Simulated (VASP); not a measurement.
Wanted: the native input for a VASP 6.6.1 run.

```
Task                   : single point
Functional             : PBE
Potentials or basis    : VASP PAW PBE potentials, release 64 (Mo_sv)
Cutoff                 : 520 eV
k mesh                 : 22 × 22 × 22
Occupations            : gaussian, width 0.15 eV
Spin                   : no spin polarisation
Dipole correction      : no
Further INCAR settings : ALGO = Fast; EDIFF = 1e-06; NBANDS = 13
```

The structure of Mo lies in POSCAR:

```
Mo
1.0
    0.0000000000      1.8961875982      2.2754251178
    1.8961875982      0.0000000000      2.2754251178
    1.8961875982      1.8961875982      0.0000000000
Mo
1
Direct
    0.0000000000      0.0000000000      0.0000000000
```

This cell differs from its parent crystal: ratio of the length along z to the lengths across it x 1.2, volume and fractional coordinates fixed.

One way to write it, as run:

INCAR

```
SYSTEM = Mo
ALGO = Fast
EDIFF = 1E-6
ENCUT = 520
GGA = PE
ISIF = 2
ISMEAR = 0
LASPH = .TRUE.
LCHARG = .FALSE.
LREAL = .FALSE.
LWAVE = .FALSE.
NBANDS = 13
NELM = 60
PREC = Accurate
SIGMA = 0.15
```

KPOINTS

```
k-points
0
G
  22 22 22
  0 0 0
```

Potentials or basis: VASP PAW PBE potentials, release 64 (Mo_sv).

The run is started by

```bash
$ cat potpaw_PBE.64/Mo_sv/POTCAR > POTCAR
$ mpirun -np 1 vasp_std > vasp.out
```

Results of the run:

The pressure is -3.4 GPa and the band gap on the k mesh is zero (band 7 reaches 14.51 eV, above the bottom of band 8 at 11.17 eV).

Run time: 99 s on 1 thread of AMD EPYC 9R45 96-Core Processor (Zen 5) (shared host), peak memory 0.24 GiB.
